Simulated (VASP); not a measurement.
Input of a VASP 6.6.1 run:

File INCAR:

```
SYSTEM = Al
  PREC = Accurate
  ENCUT = 520
  EDIFF = 1E-6
  ISMEAR = 0
  SIGMA = 0.1
  LREAL = .False.
  LASPH = .True.
  NELM = 80
  ALGO = Fast
  ISIF = 2
  LWAVE = .False.
  LCHARG = .False.
  GGA = PE
  NBANDS = 10
```

The input KPOINTS:

```
regular mesh
0
Gamma
  18 18 14
  0 0 0
```

Contents of POSCAR:

```
Al
1.0
    2.1117469314      2.1117469314      0.0000000000
   -2.1117469314      2.1117469314      0.0000000000
    0.0000000000      0.0000000000      3.8680949171
Al
2
Direct
    0.0000000000      0.0000000000      0.0000000000
    0.5000000000      0.5000000000      0.5000000000
```

Potentials or basis: VASP PAW PBE potentials, release 64 (Al).

The run is started by

```sh
$ cat potpaw_PBE.64/Al/POTCAR > POTCAR
$ mpirun -np 1 vasp_std > vasp.out
```

What does it give for the band gap on the k mesh?

Zero (band 3 reaches 14.06 eV, above the bottom of band 4 at 3.25 eV).

What does it give for the pressure?

-2.8 GPa.

Stress tensor (GPa, compression positive):
```
-4.13  0.00  0.00
 0.00 -4.13  0.00
 0.00  0.00 -0.04
```

Caveat: the cell differs from its parent crystal (biaxial strain in the a-b plane: +4.5 %, then relaxed in part).
